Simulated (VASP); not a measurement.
# AlRu (CsCl type) (Pm-3m) in VASP: further runs, part 2 of 2

VASP 6.6.1. Earlier steps stand in the parts before.

## Step 3: Single point, PBE

Input file INCAR:

```
SYSTEM = AlRu
PREC = Accurate
ENCUT = 520
EDIFF = 1E-6
ISMEAR = -1
SIGMA = 0.1
LREAL = .False.
LASPH = .True.
NELM = 60
ALGO = Normal
ISIF = 2
LWAVE = .False.
LCHARG = .False.
GGA = PE
NBANDS = 16
```

Input file KPOINTS:

```
regular mesh
0
Gamma
  13 13 13
  0 0 0
```

Input file POSCAR:

```
AlRu
1.0
    2.9519151943      0.0000000000      0.0000000000
    0.0000000000      2.9519151943      0.0000000000
    0.0000000000      0.0000000000      2.9519151943
Ru Al
1 1
Direct
    0.0000000000      0.0000000000      0.0000000000
    0.5000000000      0.5000000000      0.5000000000
```

Potentials or basis: VASP PAW PBE potentials, release 64 (Ru_pv, Al).

Run with:

```bash
$ cat potpaw_PBE.64/Ru_pv/POTCAR potpaw_PBE.64/Al/POTCAR > POTCAR
$ mpirun -np 1 vasp_std > vasp.out
```

OUTCAR:

```text
SYSTEM = AlRu
   PREC = Accurate
   ENCUT = 520
   EDIFF = 1E-6
   ISMEAR = -1
   LREAL = .False.
   LASPH = .True.
   NELM = 60
   ISIF = 2
   GGA = PE

 ion  position               nearest neighbor table
   1  0.000  0.000  0.000-   2 2.56   2 2.56   2 2.56   2 2.56   2 2.56   2 2.56   2 2.56   2 2.56

   2  0.500  0.500  0.500-   1 2.56   1 2.56   1 2.56   1 2.56   1 2.56   1 2.56   1 2.56   1 2.56

  LATTYP: Found a simple cubic cell.
 ALAT       =     2.9519151943

  Lattice vectors:

 A1 = (   2.9519151943,   0.0000000000,   0.0000000000)
 A2 = (   0.0000000000,   2.9519151943,   0.0000000000)
 A3 = (   0.0000000000,   0.0000000000,   2.9519151943)

Analysis of symmetry for initial positions (statically):
=====================================================================
 Subroutine PRICEL returns:
 Original cell was already a primitive cell.

 Routine SETGRP: Setting up the symmetry group for a
 simple cubic supercell.

 Subroutine GETGRP returns: Found 48 space group operations
 (whereof 48 operations were pure point group operations)
 out of a pool of 48 trial point group operations.

The static configuration has the point symmetry O_h .

Analysis of symmetry for dynamics (positions and initial velocities):
=====================================================================
 Subroutine PRICEL returns:
 Original cell was already a primitive cell.

 Routine SETGRP: Setting up the symmetry group for a
 simple cubic supercell.

 Subroutine GETGRP returns: Found 48 space group operations
 (whereof 48 operations were pure point group operations)
 out of a pool of 48 trial point group operations.

The dynamic configuration has the point symmetry O_h .

 Subroutine INISYM returns: Found 48 space group operations
 (whereof 48 operations are pure point group operations),
 and found     1 'primitive' translations

----------------------------------------------------------------------------------------

[... 106 lines left out ...]
   EFERMI =   0.00;   METHOD = LEGACY
   ISMEAR =    -1;   SIGMA  =   0.10  broadening in eV -4-tet -1-fermi 0-gaus
   EFERMI_NEDOS =   21; number of points for ismear=-14 and -15
   IALGO  =     38    algorithm
   IMIX   =      4    mixing-type and parameters
     AMIX     =   0.40;   BMIX     =  1.00
     AMIX_MAG =   1.60;   BMIX_MAG =  1.00
  volume/ion in A,a.u.               =      12.86        86.79
  Fermi-wavevector in a.u.,A,eV,Ry     =   1.426004  2.694756 27.667257  2.033486
  Thomas-Fermi vector in A             =   2.546327
   LORBIT       =      0    0 simple, 1 ext, 2 COOP (PROOUT), +10 PAW based schemes
   GGA     = PE    functional components
   LHFCALC =     F    Hartree Fock is set to
   AEXX    =    0.0000 exact exchange contribution
   IVDW    =     0    specifies the selected vdW correction
   LEPSILON=     F    determine dielectric tensor
   LRPA    =     F    only Hartree local field effects (RPA)
 non-spin polarized calculation
  energy-cutoff  :      520.00
  volume of cell :       25.72
 maximum number of plane-waves:       739
 NGX is ok and might be reduce to    24
   NGX = 11   NGY = 11   NGZ = 11

 number of electron      16.9999999 magnetization

 Free energy of the ion-electron system (eV)
  ---------------------------------------------------
  ext. energy  EPLUGINS =         0.00000000
  ---------------------------------------------------
  free energy    TOTEN  =       -14.23669856 eV

  energy without entropy =      -14.19040142  energy(sigma->0) =      -14.21354999

 E-fermi :  11.3284     XC(G=0): -12.7724

 val. band max:       11.3123644547   @ k =   0.0769   0.0769   0.0000
 cond. band min:      11.3309508826   @ k =   0.2308   0.0769   0.0769
 fundamental gap:      0.0185864279
 Fermi energy:        11.3284482177

 k-point     1 :       0.0000    0.0000    0.0000
  band No.  band energies     occupation
      1     -30.4797      2.00000
      2     -30.4797      2.00000
      3     -30.4797      2.00000
      4       1.3822      2.00000
      5       7.5049      2.00000
      6       7.5049      2.00000
[... 433 lines left out ...]
      3     -30.4471      2.00000
      4       4.9168      2.00000
      5       7.1581      2.00000
      6       9.1017      2.00000
[... 8 lines left out ...]
     15      23.9296      0.00000
     16      26.3999      0.00000

 [... further k-points ...]
[... 5 lines left out ...]
  --------------------------------------------------------------------------------------
  -------------------------------------------------------------------------------------
  Total        1.9420413      1.9420413      1.9420413      0.0000000     -0.0000000      0.0000000
  in kB      120.9643536    120.9643536    120.9643536      0.0000000     -0.0000000      0.0000000
  external PRESSURE =     120.9643536 kB  Pullay stress =       0.0000000 kB

 VOLUME and BASIS-vectors are now :
 -----------------------------------------------------------------------------
  energy-cutoff  :      520.00
  volume of cell :       25.72
      direct lattice vectors                 reciprocal lattice vectors
     2.951915194  0.000000000  0.000000000     0.338763120  0.000000000  0.000000000
     0.000000000  2.951915194  0.000000000     0.000000000  0.338763120  0.000000000
     0.000000000  0.000000000  2.951915194     0.000000000  0.000000000  0.338763120

 POSITION                                       TOTAL-FORCE (eV/Angst)
 -----------------------------------------------------------------------------------
      0.00000      0.00000      0.00000         0.000000      0.000000      0.000000
      1.47596      1.47596      1.47596         0.000000      0.000000      0.000000
 -----------------------------------------------------------------------------------
    total drift:                                0.000000      0.000000      0.000000

  FREE ENERGIE OF THE ION-ELECTRON SYSTEM (eV)
  ---------------------------------------------------
  free  energy   TOTEN  =       -14.2366985641 eV

  energy  without entropy=      -14.1904014177  energy(sigma->0) =      -14.21354999
```

Run time: 8.7 s. Hardware: 1 thread of Intel Xeon 6975P-C (Granite Rapids), shared host; peak memory 0.16 GiB.

Results:

| Quantity | Value |
| --- | --- |
| Free energy | -14.2367 eV |
| Pressure | 12.1 GPa |

## Step 4: Relaxation of cell and atoms, PBE, target pressure 12 GPa, at which the enthalpy is minimised

Input file INCAR:

```
SYSTEM = AlRu
ALGO = Normal
EDIFF = 1E-7
EDIFFG = -0.005
ENCUT = 600
GGA = PE
IBRION = 2
ISIF = 3
ISMEAR = -1
LASPH = .TRUE.
LCHARG = .FALSE.
LREAL = .FALSE.
LWAVE = .FALSE.
NELM = 100
NSW = 32
PREC = Accurate
PSTRESS = 120.0
SIGMA = 0.1
```

Input file KPOINTS:

```
k-points
0
G
  13 13 13
  0 0 0
```

Input file POSCAR:

```
AlRu
1.0
    2.9523291428      0.0000000000      0.0000000000
    0.0000000000      2.9523291428      0.0000000000
    0.0000000000      0.0000000000      2.9523291428
Ru Al
1 1
Direct
    0.0000000000      0.0000000000      0.0000000000
    0.5000000000      0.5000000000      0.5000000000
```

Run with:

```bash
$ cat potpaw_PBE.64/Ru_pv/POTCAR potpaw_PBE.64/Al/POTCAR > POTCAR
$ mpirun -np 1 vasp_std > vasp.out
```

Run time: 17 s. Hardware: 1 thread of Intel Xeon 6975P-C, shared host; peak memory 0.16 GiB.

It converged, with:

| Quantity | Value |
| --- | --- |
| Free energy | -14.2376 eV |
| Pressure after relaxing | 12.0 GPa |

Final structure:
```
CELL_PARAMETERS angstrom
2.95233 0.00000 0.00000
0.00000 2.95233 0.00000
0.00000 0.00000 2.95233
ATOMIC_POSITIONS crystal
Ru 0.00000 0.00000 0.00000
Al 0.50000 0.50000 0.50000
```

Levels at points of the mesh, in eV from the Fermi level:
```
           k point  band 6  band 7  band 8  band 9  band 10  band 11  band 12
(0.00, 0.00, 0.00)   -3.82    0.16    0.16    0.16     6.24     6.24     6.24
```

Caveat: the relaxation stopped at its first step, so nothing moved; the cell is relaxed towards a set pressure, so the enthalpy falls and the energy may rise.

## Step 5: Relaxation of cell and atoms, PBE, target pressure 12 GPa, at which the enthalpy is minimised

This run uses another cell than the first one, of 13.53 Å³/atom, 1.052 times its volume.

Input file INCAR:

```
  ALGO = Normal
  EDIFF = 1E-6
  EDIFFG = -0.005
  ENCUT = 600
  GGA = PE
  IBRION = 2
  ISIF = 3
  ISMEAR = -1
  LASPH = True
  LCHARG = False
  LREAL = False
  LWAVE = False
  NELM = 60
  NSW = 60
  PREC = Accurate
  PSTRESS = 120.0
  SIGMA = 0.1
```

Input file KPOINTS:

```
k-points
0
Gamma
  13 13 13
```

Input file POSCAR:

```
AlRu
1.0
    3.0022196504      0.0000000000      0.0000000000
    0.0000000000      3.0022196504      0.0000000000
    0.0000000000      0.0000000000      3.0022196504
Ru Al
1 1
Direct
    0.0000000000      0.0000000000      0.0000000000
    0.5000000000      0.5000000000      0.5000000000
```

Run with:

```bash
$ cat potpaw_PBE.64/Ru_pv/POTCAR potpaw_PBE.64/Al/POTCAR > POTCAR
$ mpirun -np 1 vasp_std > vasp.out
```

Wall time 57 s (1 thread of Intel Xeon 6975P-C, shared host); peak memory 0.17 GiB.

The run converged. Its results:

| Quantity | Value |
| --- | --- |
| Free energy | -14.2381 eV |
| Relaxed volume | 12.87 Å³/atom |
| Relaxed cell | a = 2.952 Å, b = 2.952 Å, c = 2.952 Å, α = 90.00°, β = 90.00°, γ = 90.00° |
| Space group after relaxing (to 0.05 Å) | Pm-3m (No. 221) |
| Energy change on relaxing (the enthalpy is what falls) | +24.7 meV/atom |
| Ionic steps | 7 |
| Pressure after relaxing | 12.0 GPa |

The path:
```csv
step,energy change (eV),largest force (eV/Å),pressure (GPa),volume (Å³)
1,0.0000,0.0000,0.44,27.06
2,0.4178,0.0000,41.27,23.41
3,0.0466,0.0000,11.76,25.77
4,0.0485,0.0000,11.88,25.74
5,0.0504,0.0000,12.14,25.72
6,0.0477,0.0000,11.75,25.75
7,0.0494,0.0000,12.01,25.73
```

Final structure:
```
Ru Al
1.0
     2.95223    0.00000    0.00000
     0.00000    2.95223    0.00000
     0.00000    0.00000    2.95223
Ru Al
1 1
Direct
  0.00000 0.00000 0.00000
  0.50000 0.50000 0.50000
```

Levels at points of the mesh, in eV from the Fermi level:
```tsv
k point	band 7	band 8	band 9	band 10	band 11	band 12
(0.00, 0.00, 0.00)	0.16	0.16	0.16	6.24	6.24	6.24
```

Caveat: the cell is relaxed towards a set pressure, so the enthalpy falls and the energy may rise.

## Step 6: The runs side by side

| task | cell | cutoff (eV) | gap on the mesh (eV) | pressure (GPa) |
| --- | --- | --- | --- | --- |
| single point | a = 2.952 Å, 2 atoms | 520 | none | 12.1 |
| relaxation of cell and atoms | relaxed to 12 GPa from a = 2.952 Å, 2 atoms | 600 | none | 12.0 |
| relaxation of cell and atoms | relaxed to 12 GPa from a = 3.002 Å, 2 atoms | 600 | none | 12.0 |

Alike in all rows: level PBE; potentials or basis VASP PAW PBE potentials, release 64 (Ru_pv, Al); no spin polarisation; k mesh 13 × 13 × 13; smearing fermi-dirac 0.1 eV.

Caveats: the cell is relaxed towards a set pressure, so the enthalpy falls and the energy may rise (some runs); the relaxation stopped at its first step, so nothing moved (some runs).

Total energies depend on the potentials used, so only differences within one code and one set of settings carry meaning.
